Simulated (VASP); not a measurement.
# ZrB (Fm-3m) in VASP: notebook

The runs below take ZrB through single point, with PBE, PBEsol, LDA.

Everything below comes from runs of VASP 6.6.1. Logs are shortened: lines on timing, memory, paths and dates and some standing lists are left out, and cuts for length are marked.

### 1 The cell of the first run

It takes space group Fm-3m (No. 225, cubic). Conventional cell: a = 4.904 Å, b = 4.904 Å, c = 4.904 Å, α = 90.00°, β = 90.00°, γ = 90.00°. Within 3.2 Å of Zr (site symmetry m-3m) lie 6 B at 2.45 Å. B (site symmetry m-3m) has 6 Zr at 2.45 Å within 3.2 Å.

### 2 Single point, PBE

File INCAR:

```
SYSTEM = ZrB
  PREC = Accurate
  ENCUT = 520
  EDIFF = 1E-6
  ISMEAR = 0
  SIGMA = 0.001
  LREAL = .False.
  LASPH = .True.
  NELM = 80
  ALGO = Normal
  ISIF = 2
  LWAVE = .False.
  LCHARG = .False.
  GGA = PE
  NBANDS = 14
```

File KPOINTS:

```
regular mesh
0
Gamma
  12 12 12
  0 0 0
```

File POSCAR:

```
ZrB
1.0
    0.0000000000      2.4521217160      2.4521217160
    2.4521217160      0.0000000000      2.4521217160
    2.4521217160      2.4521217160      0.0000000000
Zr B
1 1
Direct
    0.5000000000      0.5000000000      0.5000000000
    0.0000000000      0.0000000000      0.0000000000
```

Potentials or basis: VASP PAW PBE potentials, release 64 (Zr_sv, B).

Command:

```
$ cat potpaw_PBE.64/Zr_sv/POTCAR potpaw_PBE.64/B/POTCAR > POTCAR
$ mpirun -np 1 vasp_std > vasp.out
```

OUTCAR:

```text
SYSTEM = ZrB
   PREC = Accurate
   ENCUT = 520
   EDIFF = 1E-6
   ISMEAR = 0
   LREAL = .False.
   LASPH = .True.
   NELM = 80
   ISIF = 2
   GGA = PE

 ion  position               nearest neighbor table
   1  0.500  0.500  0.500-   2 2.45   2 2.45   2 2.45   2 2.45   2 2.45   2 2.45
   2  0.000  0.000  0.000-   1 2.45   1 2.45   1 2.45   1 2.45   1 2.45   1 2.45

  LATTYP: Found a face centered cubic cell.
 ALAT       =     4.9042434320

  Lattice vectors:

 A1 = (   0.0000000000,   2.4521217160,   2.4521217160)
 A2 = (   2.4521217160,   0.0000000000,   2.4521217160)
 A3 = (   2.4521217160,   2.4521217160,   0.0000000000)

Analysis of symmetry for initial positions (statically):
=====================================================================
 Subroutine PRICEL returns:
 Original cell was already a primitive cell.

 Routine SETGRP: Setting up the symmetry group for a
 face centered cubic supercell.

 Subroutine GETGRP returns: Found 48 space group operations
 (whereof 48 operations were pure point group operations)
 out of a pool of 48 trial point group operations.

The static configuration has the point symmetry O_h .

Analysis of symmetry for dynamics (positions and initial velocities):
=====================================================================
 Subroutine PRICEL returns:
 Original cell was already a primitive cell.

 Routine SETGRP: Setting up the symmetry group for a
 face centered cubic supercell.

 Subroutine GETGRP returns: Found 48 space group operations
 (whereof 48 operations were pure point group operations)
 out of a pool of 48 trial point group operations.

The dynamic configuration has the point symmetry O_h .

 Subroutine INISYM returns: Found 48 space group operations
 (whereof 48 operations are pure point group operations),
 and found     1 'primitive' translations

----------------------------------------------------------------------------------------

                                     Primitive cell

  volume of cell :      29.4887

  direct lattice vectors                    reciprocal lattice vectors
     0.000000000  2.452121716  2.452121716    -0.203905050  0.203905050  0.203905050
     2.452121716  0.000000000  2.452121716     0.203905050 -0.203905050  0.203905050
     2.452121716  2.452121716  0.000000000     0.203905050  0.203905050 -0.203905050

  length of vectors
     3.467823787  3.467823787  3.467823787     0.353173906  0.353173906  0.353173906

  position of ions in fractional coordinates (direct lattice)
     0.500000000  0.500000000  0.500000000
     0.000000000  0.000000000  0.000000000

  ion indices of the primitive-cell ions
   primitive index   ion index
                 1           1
                 2           2

----------------------------------------------------------------------------------------

 KPOINTS: regular mesh

Automatic generation of k-mesh.
 Grid dimensions read from file:
 generate k-points for:   12   12   12

 Generating k-lattice:

  Cartesian coordinates                     Fractional coordinates (reciprocal lattice)
    -0.016992087  0.016992087  0.016992087     0.083333333  0.000000000  0.000000000
     0.016992087 -0.016992087  0.016992087     0.000000000  0.083333333  0.000000000
     0.016992087  0.016992087 -0.016992087     0.000000000  0.000000000  0.083333333

  Length of vectors
     0.029431159  0.029431159  0.029431159

  Shift w.r.t. Gamma in fractional coordinates (k-lattice)
     0.000000000  0.000000000  0.000000000

 Subroutine IBZKPT returns following result:
 ===========================================

 Found     72 irreducible k-points:

 Following reciprocal coordinates:
            Coordinates               Weight
  0.000000  0.000000  0.000000      1.000000
  0.083333  0.000000  0.000000      8.000000
  0.166667  0.000000  0.000000      8.000000
  0.250000  0.000000  0.000000      8.000000
  0.333333  0.000000  0.000000      8.000000
  0.416667  0.000000  0.000000      8.000000
[... 16 lines left out ...]
  0.500000  0.166667  0.000000     24.000000
 -0.416667  0.166667  0.000000     24.000000
 [... further k-points ...]
   k-points           NKPTS =     72   k-points in BZ     NKDIM =     72   number of bands    NBANDS=     14
   number of dos      NEDOS =    301   number of ions     NIONS =      2
   total plane-waves  NPLWV =  21952
   dimension x,y,z NGX =    28 NGY =   28 NGZ =   28
   dimension x,y,z NGXF=    56 NGYF=   56 NGZF=   56
   ions per type =               1   1
   NGX,Y,Z   is equivalent  to a cutoff of  13.42, 13.42, 13.42 a.u.
   NGXF,Y,Z  is equivalent  to a cutoff of  26.85, 26.85, 26.85 a.u.
 SYSTEM =  ZrB
   PREC   = accura    normal or accurate (medium, high low for compatibility)
   ISTART =      0    job   : 0-new  1-cont  2-samecut
   ICHARG =      2    charge: 1-file 2-atom 10-const
   ISPIN  =      1    spin polarized calculation?
   LNONCOLLINEAR =      F non collinear calculations
   LSORBIT =      F    spin-orbit coupling
   LASPH  =      T    aspherical Exc in radial PAW
   ENCUT  =  520.0 eV  38.22 Ry    6.18 a.u.   6.45  6.45  6.45*2*pi/ulx,y,z
   NELM   =     80;   NELMIN=  2; NELMDL= -5     # of ELM steps
   EDIFF  = 0.1E-05   stopping-criterion for ELM
   LREAL  =      F    real-space projection
   EDIFFG = 0.1E-04   stopping-criterion for IOM
   NSW    =      0    number of steps for IOM
   IBRION =     -1    ionic relax: 0-MD 1-quasi-New 2-CG
   NFREE  =      0    steps in history (QN), initial steepest desc. (CG)
   ISIF   =      2    stress and relaxation
   ISYM   =      2    0-nonsym 1-usesym 2-fastsym
   POTIM  = 0.5000    time-step for ionic-motion
   TEBEG  =    0.0;   TEEND  =   0.0 temperature during run
   PSTRESS=    0.0 pullay stress
   NELECT =      15.0000    total number of electrons
   NUPDOWN=      -1.0000    fix difference up-down
   EMIN   =  10.00;   EMAX   =-10.00  energy-range for DOS
   EFERMI =   0.00;   METHOD = LEGACY
   ISMEAR =     0;   SIGMA  =   0.00  broadening in eV -4-tet -1-fermi 0-gaus
   EFERMI_NEDOS =   21; number of points for ismear=-14 and -15
   IALGO  =     38    algorithm
   IMIX   =      4    mixing-type and parameters
     AMIX     =   0.40;   BMIX     =  1.00
     AMIX_MAG =   1.60;   BMIX_MAG =  1.00
  volume/ion in A,a.u.               =      14.74        99.50
  Fermi-wavevector in a.u.,A,eV,Ry     =   1.306832  2.469555 23.236178  1.707811
  Thomas-Fermi vector in A             =   2.437608
   LORBIT       =      0    0 simple, 1 ext, 2 COOP (PROOUT), +10 PAW based schemes
   GGA     = PE    functional components
   LHFCALC =     F    Hartree Fock is set to
   AEXX    =    0.0000 exact exchange contribution
   IVDW    =     0    specifies the selected vdW correction
   LEPSILON=     F    determine dielectric tensor
   LRPA    =     F    only Hartree local field effects (RPA)
 non-spin polarized calculation
 Gauss-broadening in eV      SIGMA  =   0.00
  energy-cutoff  :      520.00
  volume of cell :       29.49
 maximum number of plane-waves:       821
 NGX is ok and might be reduce to    28
   NGX = 13   NGY = 13   NGZ = 13

 number of electron      15.0000000 magnetization

 Free energy of the ion-electron system (eV)
  ---------------------------------------------------
  ext. energy  EPLUGINS =         0.00000000
  ---------------------------------------------------
  free energy    TOTEN  =       -16.00783852 eV

  energy without entropy =      -16.00783852  energy(sigma->0) =      -16.00783852

 E-fermi :   7.4302     XC(G=0): -11.4746

 val. band max:        7.4181941751   @ k =   0.5000   0.2500   0.0000
 cond. band min:       7.4399254240   @ k =   0.2500   0.0833   0.0000
 fundamental gap:      0.0217312490
 Fermi energy:         7.4302236741

 k-point     1 :       0.0000    0.0000    0.0000
  band No.  band energies     occupation
      1     -40.0378      2.00000
      2     -17.8633      2.00000
      3     -17.8633      2.00000
      4     -17.8633      2.00000
      5      -0.5869      2.00000
      6       9.1938      0.00000
      7       9.1938      0.00000
      8       9.1938      0.00000
      9      10.5862      0.00000
     10      10.5862      0.00000
     11      10.8777      0.00000
     12      10.8777      0.00000
     13      10.8777      0.00000
     14      18.1300      0.00000

 k-point     2 :       0.0833    0.0000    0.0000
  band No.  band energies     occupation
      1     -40.0339      2.00000
      2     -17.9011      2.00000
      3     -17.8671      2.00000
      4     -17.8671      2.00000
      5      -0.4325      2.00000
      6       8.6954      0.00000
      7       9.0482      0.00000
      8       9.0482      0.00000
      9       9.7755      0.00000
     10       9.7755      0.00000
     11      11.0940      0.00000
     12      12.1420      0.00000
     13      12.1420      0.00000
     14      18.5439      0.00000

 k-point     3 :       0.1667    0.0000    0.0000
  band No.  band energies     occupation
      1     -40.0234      2.00000
      2     -18.0031      2.00000
      3     -17.8776      2.00000
      4     -17.8776      2.00000
      5       0.0113      2.00000
      6       7.6943      0.00000
      7       8.2101      0.00000
      8       8.2101      0.00000
      9       9.9574      0.00000
     10       9.9574      0.00000
     11      11.4026      0.00000
     12      13.6942      0.00000
     13      13.6942      0.00000
     14      19.0412      0.00000

 k-point     4 :       0.2500    0.0000    0.0000
  band No.  band energies     occupation
      1     -40.0090      2.00000
      2     -18.1392      2.00000
      3     -17.8918      2.00000
      4     -17.8918      2.00000
      5       0.6912      2.00000
      6       6.5920      2.00000
      7       7.3937      2.00000
      8       7.3937      2.00000
      9      10.5482      0.00000
     10      10.5482      0.00000
     11      11.7228      0.00000
     12      15.3094      0.00000
     13      15.3094      0.00000
     14      18.7485      0.00000

 k-point     5 :       0.3333    0.0000    0.0000
  band No.  band energies     occupation
      1     -39.9945      2.00000
      2     -18.2719      2.00000
      3     -17.9060      2.00000
      4     -17.9060      2.00000
      5       1.5338      2.00000
      6       5.5109      2.00000
      7       6.7879      2.00000
      8       6.7879      2.00000
      9      11.2865      0.00000
     10      11.2865      0.00000
     11      12.1964      0.00000
[... 276 lines left out ...]
 k-point    22 :       0.4167    0.1667    0.0000
  band No.  band energies     occupation
      1     -39.9826      2.00000
      2     -18.2867      2.00000
      3     -17.9742      2.00000
      4     -17.9566      2.00000
      5       1.9181      2.00000
      6       5.1097      2.00000
      7       6.5922      2.00000
      8       7.2313      2.00000
      9      10.3107      0.00000
     10      12.2823      0.00000
     11      13.1836      0.00000
     12      15.4503      0.00000
     13      16.8981      0.00000
     14      18.9166      0.00000

 k-point    23 :       0.5000    0.1667    0.0000
  band No.  band energies     occupation
      1     -39.9752      2.00000
      2     -18.3440      2.00000
      3     -18.0013      2.00000
      4     -17.9536      2.00000
      5       2.5646      2.00000
      6       4.5044      2.00000
      7       6.4202      2.00000
      8       6.8090      2.00000
      9      11.1012      0.00000
     10      12.4274      0.00000
     11      13.3024      0.00000
     12      16.3904      0.00000
     13      16.6154      0.00000
     14      18.3971      0.00000

 k-point    24 :      -0.4167    0.1667    0.0000
  band No.  band energies     occupation
      1     -39.9742      2.00000
      2     -18.3491      2.00000
      3     -18.0200      2.00000
      4     -17.9404      2.00000
      5       2.8148      2.00000
      6       4.2606      2.00000
      7       6.4358      2.00000
      8       6.5866      2.00000
      9      11.9010      0.00000
     10      12.0139      0.00000
     11      13.1049      0.00000
     12      16.3704      0.00000
     13      17.1749      0.00000
     14      17.8281      0.00000

 [... further k-points ...]

------------------------ aborting loop because EDIFF is reached ----------------------------------------

  FORCE on cell =-STRESS in cart. coord.  units (eV):
  Direction    XX          YY          ZZ          XY          YZ          ZX
  --------------------------------------------------------------------------------------
  -------------------------------------------------------------------------------------
  Total        0.0247137      0.0247137      0.0247137      0.0000000      0.0000000     -0.0000000
  in kB        1.3427392      1.3427392      1.3427392      0.0000000      0.0000000     -0.0000000
  external PRESSURE =       1.3427392 kB  Pullay stress =       0.0000000 kB

 VOLUME and BASIS-vectors are now :
 -----------------------------------------------------------------------------
  energy-cutoff  :      520.00
  volume of cell :       29.49
      direct lattice vectors                 reciprocal lattice vectors
     0.000000000  2.452121716  2.452121716    -0.203905050  0.203905050  0.203905050
     2.452121716  0.000000000  2.452121716     0.203905050 -0.203905050  0.203905050
     2.452121716  2.452121716  0.000000000     0.203905050  0.203905050 -0.203905050

 POSITION                                       TOTAL-FORCE (eV/Angst)
 -----------------------------------------------------------------------------------
      2.45212      2.45212      2.45212        -0.000000      0.000000     -0.000000
      0.00000      0.00000      0.00000         0.000000     -0.000000      0.000000
 -----------------------------------------------------------------------------------
    total drift:                                0.000000      0.000000      0.000000

  FREE ENERGIE OF THE ION-ELECTRON SYSTEM (eV)
  ---------------------------------------------------
  free  energy   TOTEN  =       -16.0078385170 eV

  energy  without entropy=      -16.0078385170  energy(sigma->0) =      -16.00783852
```

Wall time 59 s (1 thread of Intel Xeon 8259CL, shared host); peak memory 0.18 GiB.

Results:

```yaml
Free_energy: -16.0078 eV
Pressure: 0.1 GPa
Band_gap_on_the_k_mesh: zero (an odd number of electrons rules out a gap without spin polarisation)
```

### 3 Single point, PBE

INCAR, as its differences from that of step 2:

```diff
@@ -5,3 +5,3 @@
   ISMEAR = 0
-  SIGMA = 0.001
+  SIGMA = 0.05
   LREAL = .False.
```

File KPOINTS:

```
Automatic mesh
0
Gamma
  12 12 12
  0 0 0
```

POSCAR is that of step 2.

Potentials or basis: VASP PAW PBE potentials, release 64 (Zr_sv, B).

Command:

```
$ cat potpaw_PBE.64/Zr_sv/POTCAR potpaw_PBE.64/B/POTCAR > POTCAR
$ mpirun -np 1 vasp_std > vasp.out
```

Run time: 58 s. Hardware: 1 thread of Intel Xeon 8259CL, shared host; peak memory 0.17 GiB.

Results (log left out):

```yaml
Free_energy: -16.0084 eV
Pressure: 0.1 GPa
Band_gap_on_the_k_mesh: zero (an odd number of electrons rules out a gap without spin polarisation)
```

Levels at points of the mesh, in eV from the Fermi level:
| k point | band 4 | band 5 | band 6 | band 7 | band 8 | band 9 | band 10 | band 11 | band 12 | band 13 |
| --- | --- | --- | --- | --- | --- | --- | --- | --- | --- | --- |
| (0.00, 0.00, 0.00) | -25.30 | -8.02 | 1.76 | 1.76 | 1.76 | 3.15 | 3.15 | 3.44 | 3.44 | 3.44 |
| (0.50, 0.00, 0.00) | -25.35 | -4.17 | -3.78 | -1.14 | -1.14 | 4.82 | 4.82 | 6.09 | 7.51 | 11.30 |
| (0.50, 0.50, 0.00) | -25.49 | -6.09 | -0.78 | -0.76 | 2.06 | 2.06 | 4.56 | 5.73 | 5.73 | 8.59 |

(Part 1 of 3 ends here.)
